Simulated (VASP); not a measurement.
# Ir (Pm-3m) in VASP: further runs

The runs below take Ir through single point, with LDA.

Everything below comes from runs of VASP 6.6.1. Logs are shortened: lines on timing, memory, paths and dates and some standing lists are left out, and cuts for length are marked.

**1. The cell of the first run**

Symmetry: Pm-3m, No. 221, cubic system. The conventional cell has a = 2.432 Å, b = 2.432 Å, c = 2.432 Å, α = 90.00°, β = 90.00°, γ = 90.00°. Within 3.2 Å of Ir (site symmetry m-3m) lie 6 Ir at 2.43 Å.

**2. Single point, LDA**

File INCAR:

```
SYSTEM = Ir
PREC     = Accurate       ! precision mode
ENCUT    = 520            ! plane-wave cutoff, eV
EDIFF    = 1E-6           ! SCF threshold, eV
ISMEAR   = 1              ! smearing method
SIGMA    = 0.1            ! smearing width, eV
LREAL    = .False.        ! projectors in reciprocal space
LASPH    = .True.         ! aspherical terms in the spheres
NELM     = 60             ! most SCF steps
ALGO     = Normal         ! electronic algorithm
ISIF     = 2              ! what is computed and relaxed
LWAVE    = .False.        ! write WAVECAR
LCHARG   = .False.        ! write CHGCAR
NBANDS   = 10             ! bands
```

File KPOINTS:

```
regular mesh
0
Gamma
  9 9 9
  0 0 0
```

File POSCAR:

```
Ir
1.0
    2.4317292981      0.0000000000      0.0000000000
    0.0000000000      2.4317292981      0.0000000000
    0.0000000000      0.0000000000      2.4317292981
Ir
1
Direct
    0.0000000000      0.0000000000      0.0000000000
```

Potentials or basis: VASP PAW LDA potentials, release 64 (Ir).

Launch:

```bash
$ cat potpaw_LDA.64/Ir/POTCAR > POTCAR
$ mpirun -np 1 vasp_std > vasp.out
```

OUTCAR:

```text
SYSTEM = Ir
   PREC = Accurate
   ENCUT = 520
   EDIFF = 1E-6
   ISMEAR = 1
   LREAL = .False.
   LASPH = .True.
   NELM = 60
   ISIF = 2

 ion  position               nearest neighbor table
   1  0.000  0.000  0.000-

  LATTYP: Found a simple cubic cell.
 ALAT       =     2.4317292981

  Lattice vectors:

 A1 = (   2.4317292981,   0.0000000000,   0.0000000000)
 A2 = (   0.0000000000,   2.4317292981,   0.0000000000)
 A3 = (   0.0000000000,   0.0000000000,   2.4317292981)

Analysis of symmetry for initial positions (statically):
=====================================================================
 Subroutine PRICEL returns:
 Original cell was already a primitive cell.

 Routine SETGRP: Setting up the symmetry group for a
 simple cubic supercell.

 Subroutine GETGRP returns: Found 48 space group operations
 (whereof 48 operations were pure point group operations)
 out of a pool of 48 trial point group operations.

The static configuration has the point symmetry O_h .

Analysis of symmetry for dynamics (positions and initial velocities):
=====================================================================
 Subroutine PRICEL returns:
 Original cell was already a primitive cell.

 Routine SETGRP: Setting up the symmetry group for a
 simple cubic supercell.

 Subroutine GETGRP returns: Found 48 space group operations
 (whereof 48 operations were pure point group operations)
 out of a pool of 48 trial point group operations.

The dynamic configuration has the point symmetry O_h .

 Subroutine INISYM returns: Found 48 space group operations
 (whereof 48 operations are pure point group operations),
 and found     1 'primitive' translations

----------------------------------------------------------------------------------------

                                     Primitive cell

  volume of cell :      14.3796

  direct lattice vectors                    reciprocal lattice vectors
     2.431729298  0.000000000  0.000000000     0.411229984  0.000000000  0.000000000
     0.000000000  2.431729298  0.000000000     0.000000000  0.411229984  0.000000000
     0.000000000  0.000000000  2.431729298     0.000000000  0.000000000  0.411229984

  length of vectors
     2.431729298  2.431729298  2.431729298     0.411229984  0.411229984  0.411229984

  position of ions in fractional coordinates (direct lattice)
     0.000000000  0.000000000  0.000000000

  ion indices of the primitive-cell ions
   primitive index   ion index
                 1           1

----------------------------------------------------------------------------------------

 KPOINTS: regular mesh

Automatic generation of k-mesh.
 Grid dimensions read from file:
 generate k-points for:    9    9    9

 Generating k-lattice:

  Cartesian coordinates                     Fractional coordinates (reciprocal lattice)
     0.045692220  0.000000000  0.000000000     0.111111111  0.000000000  0.000000000
     0.000000000  0.045692220  0.000000000     0.000000000  0.111111111  0.000000000
     0.000000000  0.000000000  0.045692220     0.000000000  0.000000000  0.111111111

  Length of vectors
     0.045692220  0.045692220  0.045692220

  Shift w.r.t. Gamma in fractional coordinates (k-lattice)
     0.000000000  0.000000000  0.000000000

 Subroutine IBZKPT returns following result:
 ===========================================

 Found     35 irreducible k-points:

 Following reciprocal coordinates:
            Coordinates               Weight
  0.000000  0.000000  0.000000      1.000000
  0.111111  0.000000  0.000000      6.000000
  0.222222  0.000000  0.000000      6.000000
  0.333333  0.000000  0.000000      6.000000
  0.444444  0.000000  0.000000      6.000000
  0.111111  0.111111  0.000000     12.000000
[... 16 lines left out ...]
  0.333333  0.333333  0.111111     24.000000
  0.444444  0.333333  0.111111     48.000000
 [... further k-points ...]
   k-points           NKPTS =     35   k-points in BZ     NKDIM =     35   number of bands    NBANDS=     10
   number of dos      NEDOS =    301   number of ions     NIONS =      1
   total plane-waves  NPLWV =   5832
   dimension x,y,z NGX =    18 NGY =   18 NGZ =   18
   dimension x,y,z NGXF=    36 NGYF=   36 NGZF=   36
   ions per type =               1
   NGX,Y,Z   is equivalent  to a cutoff of  12.31, 12.31, 12.31 a.u.
   NGXF,Y,Z  is equivalent  to a cutoff of  24.61, 24.61, 24.61 a.u.
 SYSTEM =  Ir
   PREC   = accura    normal or accurate (medium, high low for compatibility)
   ISTART =      0    job   : 0-new  1-cont  2-samecut
   ICHARG =      2    charge: 1-file 2-atom 10-const
   ISPIN  =      1    spin polarized calculation?
   LNONCOLLINEAR =      F non collinear calculations
   LSORBIT =      F    spin-orbit coupling
   LASPH  =      T    aspherical Exc in radial PAW
   ENCUT  =  520.0 eV  38.22 Ry    6.18 a.u.   4.52  4.52  4.52*2*pi/ulx,y,z
   NELM   =     60;   NELMIN=  2; NELMDL= -5     # of ELM steps
   EDIFF  = 0.1E-05   stopping-criterion for ELM
   LREAL  =      F    real-space projection
   EDIFFG = 0.1E-04   stopping-criterion for IOM
   NSW    =      0    number of steps for IOM
   IBRION =     -1    ionic relax: 0-MD 1-quasi-New 2-CG
   NFREE  =      0    steps in history (QN), initial steepest desc. (CG)
   ISIF   =      2    stress and relaxation
   ISYM   =      2    0-nonsym 1-usesym 2-fastsym
   POTIM  = 0.5000    time-step for ionic-motion
   TEBEG  =    0.0;   TEEND  =   0.0 temperature during run
   PSTRESS=    0.0 pullay stress
   NELECT =       9.0000    total number of electrons
   NUPDOWN=      -1.0000    fix difference up-down
   EMIN   =  10.00;   EMAX   =-10.00  energy-range for DOS
   EFERMI =   0.00;   METHOD = LEGACY
   ISMEAR =     1;   SIGMA  =   0.10  broadening in eV -4-tet -1-fermi 0-gaus
   EFERMI_NEDOS =   21; number of points for ismear=-14 and -15
   IALGO  =     38    algorithm
   IMIX   =      4    mixing-type and parameters
     AMIX     =   0.40;   BMIX     =  1.00
     AMIX_MAG =   1.60;   BMIX_MAG =  1.00
  volume/ion in A,a.u.               =      14.38        97.04
  Fermi-wavevector in a.u.,A,eV,Ry     =   1.400362  2.646301 26.681227  1.961015
  Thomas-Fermi vector in A             =   2.523330
   LORBIT       =      0    0 simple, 1 ext, 2 COOP (PROOUT), +10 PAW based schemes
   GGA     = CA    functional components
   LHFCALC =     F    Hartree Fock is set to
   AEXX    =    0.0000 exact exchange contribution
   IVDW    =     0    specifies the selected vdW correction
   LEPSILON=     F    determine dielectric tensor
   LRPA    =     F    only Hartree local field effects (RPA)
 non-spin polarized calculation
 Methfessel and Paxton  Order N= 1 SIGMA  =   0.10
  energy-cutoff  :      520.00
  volume of cell :       14.38
 maximum number of plane-waves:       397
 NGX is ok and might be reduce to    18
   NGX =  9   NGY =  9   NGZ =  9

 number of electron       8.9999998 magnetization

 Free energy of the ion-electron system (eV)
  ---------------------------------------------------
  ext. energy  EPLUGINS =         0.00000000
  ---------------------------------------------------
  free energy    TOTEN  =        -8.92391884 eV

  energy without entropy =       -8.92291964  energy(sigma->0) =       -8.92358577

 E-fermi :   9.9647     XC(G=0): -13.8779

 val. band max:        9.9247084229   @ k =   0.4444   0.2222   0.1111
 cond. band min:       9.9753833295   @ k =   0.2222   0.1111   0.0000
 fundamental gap:      0.0506749066
 Fermi energy:         9.9646783770

 k-point     1 :       0.0000    0.0000    0.0000
  band No.  band energies     occupation
      1      -0.7327      2.00000
      2       2.4130      2.00000
      3       2.4130      2.00000
      4      11.6874     -0.00000
      5      11.6874     -0.00000
      6      11.6874     -0.00000
      7      26.5819      0.00000
      8      26.5819      0.00000
      9      26.5819      0.00000
     10      33.4910      0.00000

 k-point     2 :       0.1111    0.0000    0.0000
  band No.  band energies     occupation
      1      -0.3007      2.00000
      2       2.5121      2.00000
      3       2.9042      2.00000
      4      11.1314     -0.00000
      5      11.1314     -0.00000
      6      11.7305     -0.00000
      7      24.3583      0.00000
      8      27.4355      0.00000
      9      27.4355      0.00000
     10      33.5576      0.00000

 k-point     3 :       0.2222    0.0000    0.0000
  band No.  band energies     occupation
      1       0.6933      2.00000
      2       2.7723      2.00000
      3       4.4246      2.00000
      4       9.9217      1.65873
      5       9.9217      1.65873
      6      11.8408     -0.00000
      7      21.0057      0.00000
      8      29.4583      0.00000
      9      29.4583      0.00000
     10      30.2452      0.00000

 k-point     4 :       0.3333    0.0000    0.0000
  band No.  band energies     occupation
      1       1.7427      2.00000
      2       3.0863      2.00000
      3       6.6113      2.00000
      4       8.7741      2.00000
      5       8.7741      2.00000
      6      11.9689      0.00000
      7      18.4894      0.00000
      8      27.7768      0.00000
      9      31.7556      0.00000
     10      31.7556      0.00000

 k-point     5 :       0.4444    0.0000    0.0000
  band No.  band energies     occupation
      1       2.4628      2.00000
      2       3.3032      2.00000
      3       8.1139      2.00000
      4       8.1139      2.00000
      5       8.2153      2.00000
      6      12.0540      0.00000
      7      17.4480      0.00000
      8      26.4606      0.00000
      9      31.7083      0.00000
     10      33.5131      0.00000

 k-point     6 :       0.1111    0.1111    0.0000
  band No.  band energies     occupation
      1       0.1398      2.00000
      2       2.8176      2.00000
      3       3.1752      2.00000
      4      10.5367     -0.00000
      5      11.0867     -0.00000
      6      11.2812     -0.00000
      7      24.8208      0.00000
      8      25.4686      0.00000
      9      28.3014      0.00000
     10      33.1650      0.00000
[... 183 lines left out ...]
 k-point    21 :       0.3333    0.2222    0.1111
  band No.  band energies     occupation
      1       3.3189      2.00000
      2       4.5672      2.00000
      3       6.2400      2.00000
      4       7.8225      2.00000
      5       9.6626      2.00017
      6      10.0616     -0.04321
      7      20.8075      0.00000
      8      25.6769      0.00000
      9      29.6298      0.00000
     10      32.7592      0.00000

 k-point    22 :       0.4444    0.2222    0.1111
  band No.  band energies     occupation
      1       3.9301      2.00000
      2       4.3564      2.00000
      3       6.1279      2.00000
      4       7.2224      2.00000
      5       9.9247      1.62031
      6      12.7410      0.00000
      7      18.1167      0.00000
      8      27.3871      0.00000
      9      29.1662      0.00000
     10      30.5200      0.00000

 k-point    23 :       0.3333    0.3333    0.1111
  band No.  band energies     occupation
      1       3.2690      2.00000
      2       4.3587      2.00000
      3       7.8786      2.00000
      4       7.9124      2.00000
      5       9.4576      2.00000
      6      10.9027     -0.00000
      7      20.9356      0.00000
      8      23.8955      0.00000
      9      29.6166      0.00000
     10      31.7796      0.00000

 k-point    24 :       0.4444    0.3333    0.1111
  band No.  band energies     occupation
      1       2.7995      2.00000
      2       4.5896      2.00000
      3       7.4634      2.00000
      4       8.0828      2.00000
      5      10.1063     -0.06232
      6      13.8995      0.00000
      7      18.3337      0.00000
      8      25.1489      0.00000
      9      27.4188      0.00000
     10      31.3839      0.00000

 [... further k-points ...]

------------------------ aborting loop because EDIFF is reached ----------------------------------------

  FORCE on cell =-STRESS in cart. coord.  units (eV):
  Direction    XX          YY          ZZ          XY          YZ          ZX
  --------------------------------------------------------------------------------------
  -------------------------------------------------------------------------------------
  Total        4.2282887      4.2282887      4.2282887     -0.0000000     -0.0000000     -0.0000000
  in kB      471.1178260    471.1178260    471.1178260     -0.0000000     -0.0000000     -0.0000000
  external PRESSURE =     471.1178260 kB  Pullay stress =       0.0000000 kB

 VOLUME and BASIS-vectors are now :
 -----------------------------------------------------------------------------
  energy-cutoff  :      520.00
  volume of cell :       14.38
      direct lattice vectors                 reciprocal lattice vectors
     2.431729298  0.000000000  0.000000000     0.411229984  0.000000000  0.000000000
     0.000000000  2.431729298  0.000000000     0.000000000  0.411229984  0.000000000
     0.000000000  0.000000000  2.431729298     0.000000000  0.000000000  0.411229984

 POSITION                                       TOTAL-FORCE (eV/Angst)
 -----------------------------------------------------------------------------------
      0.00000      0.00000      0.00000         0.000000      0.000000      0.000000
 -----------------------------------------------------------------------------------
    total drift:                               -0.000000      0.000000      0.000000

  FREE ENERGIE OF THE ION-ELECTRON SYSTEM (eV)
  ---------------------------------------------------
  free  energy   TOTEN  =        -8.9239188399 eV

  energy  without entropy=       -8.9229196376  energy(sigma->0) =       -8.92358577
```

Run time: 2.8 s. Hardware: 1 thread of Intel Xeon Platinum 8488C (Sapphire Rapids), shared host; peak memory 0.11 GiB.

Results:

```
Free energy : -8.9239 eV
Pressure    : 47.1 GPa
```

Caveat: spin-orbit coupling is left out, which moves the levels of the heavy elements.

(Continued in part 2 of 2.)
